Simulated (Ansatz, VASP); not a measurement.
**Zn2O5 in VASP and in Ansatz**

```xyz
7
Lattice="3.1743 0.0000 0.0000 -1.5872 2.7491 0.0000 0.0000 0.0000 8.7806" Properties=species:S:1:pos:R:3 pbc="T T T"
Zn    0.0000    1.8327    1.2335
Zn    1.5872    0.9164    7.5472
O     1.5872    0.9164    2.2839
O     1.5872    0.9164    3.6466
O     0.0000    1.8327    6.4967
O     0.0000    1.8327    5.1341
O     0.0000    0.0000    0.0000
```

Alike in both runs: functional PBE; k mesh 6 × 6 × 2; occupations gaussian, width 0.2 eV; no spin polarisation.

Ansatz relaxed the structure, and its values are those at the end. VASP's run is a single point on that final structure, the one shown.

|  | VASP | Ansatz |
| --- | --- | --- |
| version | VASP 6.6.1 | Ansatz 0.2.0 |
| potentials or method | VASP PAW PBE potentials, release 64 (Zn, O), cutoff 520 eV | scalar-relativistic, plane waves, PAW |
| valence electrons in the cell | 54 | 54 |

Ansatz gave:

```
gap on the k mesh at the Fermi level (eV) : none
pressure (GPa)                            : -0.2
rms of the force components (eV/Å)        : 0.014
```

Q: What did VASP give for the same quantities?

A: gap on the k mesh at the Fermi level (eV): none; pressure (GPa): 0.7; rms of the force components (eV/Å): 0.136.

A gap of «none» marks a metal or a gap that the smearing closes.

The k mesh is coarse, so the values compare programs but aren't converged.
